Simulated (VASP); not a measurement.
# KF (F-43m) in VASP: a series of runs, part 3 of 3

VASP 6.6.1.

### Step 6. Relaxation of cell and atoms, PBE (atoms taken out)

INCAR

```
PREC     = Accurate       # precision mode
ENCUT    = 600            # plane-wave cutoff, eV
EDIFF    = 1E-7           # SCF threshold, eV
ISMEAR   = 0              # smearing method
SIGMA    = 0.02           # smearing width, eV
LREAL    = F              # projectors in reciprocal space
LASPH    = T              # aspherical terms in the spheres
NELM     = 80             # most SCF steps
ALGO     = Normal         # electronic algorithm
ISIF     = 3              # what is computed and relaxed
LWAVE    = F              # write WAVECAR
LCHARG   = F              # write CHGCAR
GGA      = PE             # functional
IBRION   = 2              # ionic algorithm
NSW      = 100            # ionic steps
EDIFFG   = -0.01          # ionic threshold
```

KPOINTS

```
regular mesh
0
Gamma
  6 6 6
```

POSCAR

```
KF
1.0
    0.0000000000      3.2389350100      3.2389350100
    3.2389350100      0.0000000000      3.2389350100
    3.2389350100      3.2389350100      0.0000000000
K F
1 1
Direct
    0.7500000000      0.7500000000      0.7500000000
    0.0000000000      0.0000000000      0.0000000000
```

Potentials or basis: VASP PAW PBE potentials, release 64 (K_sv, F).

Command:

```
> cat potpaw_PBE.64/K_sv/POTCAR potpaw_PBE.64/F/POTCAR > POTCAR
> mpirun -np 1 vasp_std > vasp.out
```

OUTCAR:

```text
PREC = Accurate
   ENCUT = 600
   EDIFF = 1E-7
   ISMEAR = 0
   LREAL = F
   LASPH = T
   NELM = 80
   ISIF = 3
   GGA = PE
   IBRION = 2
   NSW = 100
   EDIFFG = -0.01

 ion  position               nearest neighbor table
   1  0.750  0.750  0.750-   2 2.80   2 2.80   2 2.80   2 2.80
   2  0.000  0.000  0.000-   1 2.80   1 2.80   1 2.80   1 2.80

  LATTYP: Found a face centered cubic cell.
 ALAT       =     6.4778700200

  Lattice vectors:

 A1 = (   0.0000000000,   3.2389350100,   3.2389350100)
 A2 = (   3.2389350100,   0.0000000000,   3.2389350100)
 A3 = (   3.2389350100,   3.2389350100,   0.0000000000)

Analysis of symmetry for initial positions (statically):
=====================================================================
 Subroutine PRICEL returns:
 Original cell was already a primitive cell.

 Routine SETGRP: Setting up the symmetry group for a
 face centered cubic supercell.

 Subroutine GETGRP returns: Found 24 space group operations
 (whereof 24 operations were pure point group operations)
 out of a pool of 48 trial point group operations.

The static configuration has the point symmetry T_d .
[... 145 lines left out ...]

 number of electron      16.0000003 magnetization

 Free energy of the ion-electron system (eV)
  ---------------------------------------------------
  ext. energy  EPLUGINS =         0.00000000
  ---------------------------------------------------
  free energy    TOTEN  =        -7.96600395 eV

  energy without entropy =       -7.96600395  energy(sigma->0) =       -7.96600395

------------------------ aborting loop because EDIFF is reached ----------------------------------------

  FORCE on cell =-STRESS in cart. coord.  units (eV):
  Direction    XX          YY          ZZ          XY          YZ          ZX
  --------------------------------------------------------------------------------------
  -------------------------------------------------------------------------------------
  Total       -1.2530972     -1.2530972     -1.2530972      0.0000000     -0.0000000      0.0000000
  in kB      -29.5432746    -29.5432746    -29.5432746      0.0000000     -0.0000000      0.0000000
  external PRESSURE =     -29.5432746 kB  Pullay stress =       0.0000000 kB
[... 131 lines left out ...]
--------------------------------------- Ionic step        5  -------------------------------------------

 number of electron      15.9999998 magnetization

 Free energy of the ion-electron system (eV)
  ---------------------------------------------------
  ext. energy  EPLUGINS =         0.00000000
  ---------------------------------------------------
  free energy    TOTEN  =        -8.14656034 eV

  energy without entropy =       -8.14656034  energy(sigma->0) =       -8.14656034

 E-fermi :  -3.5793     XC(G=0):  -6.8651

 val. band max:       -3.7298844900   @ k =  -0.3333   0.5000   0.1667
 cond. band min:       1.3236012146   @ k =   0.0000   0.0000   0.0000
 fundamental gap:      5.0534857046
 Fermi energy:        -3.5792625330

 k-point     1 :       0.0000    0.0000    0.0000
  band No.  band energies     occupation
      1     -30.0361      2.00000
      2     -22.2306      2.00000
      3     -13.4513      2.00000
      4     -13.4513      2.00000
      5     -13.4513      2.00000
      6      -3.9083      2.00000
      7      -3.9083      2.00000
      8      -3.9083      2.00000
      9       1.3236      0.00000
     10       7.8745      0.00000
     11       7.8745      0.00000
     12       7.9734      0.00000
[... 252 lines left out ...]
  FREE ENERGIE OF THE ION-ELECTRON SYSTEM (eV)
  ---------------------------------------------------
  free  energy   TOTEN  =        -8.1465603387 eV

  energy  without entropy=       -8.1465603387  energy(sigma->0) =       -8.14656034

 reached required accuracy - stopping structural energy minimisation
```

OSZICAR:

```text
N       E                     dE             d eps       ncg     rms          rms(c)
DAV:   1     0.107198030527E+03    0.10720E+03   -0.75907E+03   384   0.127E+03
DAV:   2    -0.331472893447E+01   -0.11051E+03   -0.10023E+03   520   0.307E+02
DAV:   3    -0.933354855920E+01   -0.60188E+01   -0.59911E+01   492   0.645E+01
[... 55 lines left out ...]
DAV:   5    -0.814656613893E+01   -0.45612E-04   -0.72483E-05   604   0.846E-02    0.350E-02
DAV:   6    -0.814656182715E+01    0.43118E-05   -0.87912E-05   744   0.705E-02    0.677E-03
DAV:   7    -0.814656069891E+01    0.11282E-05   -0.88681E-07   488   0.107E-02    0.181E-03
DAV:   8    -0.814656029407E+01    0.40483E-06   -0.60880E-08   312   0.273E-03    0.405E-04
DAV:   9    -0.814656033873E+01   -0.44658E-07   -0.16462E-08   248   0.148E-03
   5 F= -.81465603E+01 E0= -.81465603E+01  d E =-.180556E+00
```

CONTCAR:

```text
KF
   1.00000000000000
     0.0000000000000000    2.9753876695017629    2.9753876695017629
     2.9753876695017629   -0.0000000000000000    2.9753876695017629
     2.9753876695017629    2.9753876695017629   -0.0000000000000000
  K               F
     1     1
Direct
     0.7500000000000000    0.7500000000000000    0.7500000000000000
     0.0000000000000000    0.0000000000000000    0.0000000000000000

  0.00000000E+00  0.00000000E+00  0.00000000E+00
  0.00000000E+00  0.00000000E+00  0.00000000E+00
```

Run time: 46 s. Hardware: 1 thread of Intel Xeon 6975P-C (Granite Rapids), shared host; peak memory 0.24 GiB.

What came out:

| Item | Value |
| --- | --- |
| Free energy | -8.1466 eV |
| Relaxed volume | 26.34 Å³/atom |
| Relaxed cell | a = 4.208 Å, b = 4.208 Å, c = 4.208 Å, α = 60.00°, β = 60.00°, γ = 60.00° |
| Space group after relaxing (to 0.1 Å) | F-43m (No. 216) |
| Energy gained by relaxing | 90.3 meV/atom |
| Ionic steps | 5 |
| Pressure after relaxing | 0.0 GPa |
| Band gap on the k mesh | 5.05 eV (least direct gap 5.23 eV) |

Step by step:
```tsv
step	energy change (eV)	largest force (eV/Å)	pressure (GPa)	volume (Å³)
1	0.0000	0.0000	-2.95	67.96
2	-0.1004	0.0000	-2.35	61.98
3	-0.1759	0.0000	-0.72	54.64
4	-0.1801	0.0000	0.24	52.07
5	-0.1806	0.0000	-0.01	52.68
```

Final structure:
```cif
data_structure
_symmetry_space_group_name_H-M 'P 1'
_symmetry_Int_Tables_number 1
_cell_length_a 4.2078
_cell_length_b 4.2078
_cell_length_c 4.2078
_cell_angle_alpha 60.000
_cell_angle_beta 60.000
_cell_angle_gamma 60.000
_cell_volume 52.68
loop_
_atom_site_label
_atom_site_type_symbol
_atom_site_fract_x
_atom_site_fract_y
_atom_site_fract_z
_atom_site_occupancy
K1 K 0.75000 0.75000 0.75000 1
F1 F 0.00000 0.00000 0.00000 1
```

Levels at points of the mesh, in eV from the valence-band top:
| k point | band 4 | band 5 | band 6 | band 7 | band 8 | band 9 | band 10 | band 11 | band 12 |
| --- | --- | --- | --- | --- | --- | --- | --- | --- | --- |
| (0.00, 0.00, 0.00) | -9.72 | -9.72 | -0.18 | -0.18 | -0.18 | 5.05 | 11.60 | 11.60 | 11.70 |
| (0.50, 0.00, 0.00) | -9.76 | -9.76 | -0.26 | -0.10 | -0.10 | 7.87 | 9.00 | 10.75 | 10.75 |
| (0.50, 0.50, 0.00) | -9.83 | -9.74 | -0.41 | 0.00 | 0.00 | 8.15 | 8.28 | 12.01 | 12.78 |

Caveat: the cell differs from its parent crystal (atoms taken out); the volume moved by over 15 % at a fixed basis, so the end points are rough.

### Step 7. Summary

| task | level | cell | k mesh | cutoff (eV) | smearing | gap on the mesh (eV) | pressure (GPa) |
| --- | --- | --- | --- | --- | --- | --- | --- |
| single point | PBE | a = 4.581 Å, angles 60.0°, 2 atoms | 4 × 4 × 4 | 520 | gaussian 0.1 eV | 4.40 | -2.9 |
| single point | PBE | a = 4.209 Å, angles 60.0°, 2 atoms | 6 × 6 × 6 | 520 | gaussian 0.02 eV | 5.05 | 0.0 |
| single point | PBE | a = 4.209 Å, angles 60.0°, 2 atoms | 8 × 8 × 8 | 520 | gaussian 0.02 eV | 5.05 | 0.0 |
| single point | r2SCAN | a = 4.209 Å, angles 60.0°, 2 atoms | 8 × 8 × 8 | 520 | gaussian 0.02 eV | 5.64 | -0.9 |
| relaxation of cell and atoms | PBE | relaxed from a = 4.581 Å, angles 60.0°, 2 atoms | 6 × 6 × 6 | 600 | gaussian 0.02 eV | 5.05 | 0.0 |

Alike in all rows: potentials or basis VASP PAW PBE potentials, release 64 (K_sv, F); no spin polarisation.

Caveats: the PAW data sets were made with another functional, which shifts forces and pressure a little (at least some runs); the volume moved by over 15 % at a fixed basis, so the end points are rough (at least some runs).

Absolute energies hang on the potentials; compare differences alone.
